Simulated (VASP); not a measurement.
Wanted: the native input for a VASP 6.6.1 run.

| Property | Result |
| --- | --- |
| Task | single point |
| Functional | LDA |
| Potentials or basis | VASP PAW LDA potentials, release 64 (Al) |
| Cutoff | 520 eV |
| k mesh | 21 × 21 × 12 |
| Occupations | gaussian, width 0.15 eV |
| Spin | no spin polarisation |
| Dipole correction | no |
| Further INCAR settings | ALGO = Normal; EDIFF = 1e-06; NBANDS = 10 |

The structure of Al lies in POSCAR:

```
Al
1.0
    3.0296256867      0.0000000000      0.0000000000
   -1.5148128433      2.6237328087      0.0000000000
    0.0000000000      0.0000000000      4.1941241885
Al
2
Direct
    0.6666666667      0.3333333333      0.7500000000
    0.3333333333      0.6666666667      0.2500000000
```

This isn't the form of Al at room conditions, which is fcc.

This cell differs from its parent crystal: ratio of the length along z to the lengths across it x 0.8, volume and fractional coordinates fixed.

The input as run:

INCAR

```
SYSTEM = Al
ALGO = Normal ; EDIFF = 1E-6
ENCUT = 520 ; ISIF = 2
ISMEAR = 0 ; LASPH = .TRUE.
LCHARG = .FALSE. ; LREAL = .FALSE.
LWAVE = .FALSE. ; NBANDS = 10
NELM = 100 ; PREC = Accurate
SIGMA = 0.15
```

KPOINTS

```
k-points
0
G
  21 21 12
  0 0 0
```

Potentials or basis: VASP PAW LDA potentials, release 64 (Al).

Launch:

```console
$ cat potpaw_LDA.64/Al/POTCAR > POTCAR
$ mpirun -np 1 vasp_std > vasp.out
```

Results of the run:

The pressure is -0.9 GPa. The band gap on the k mesh is zero (bands 3 and 4 overlap by 10.13 eV).

It took 74 s on 1 thread of Intel Xeon 8259CL, with other jobs on the host, peak memory 0.2 GiB.
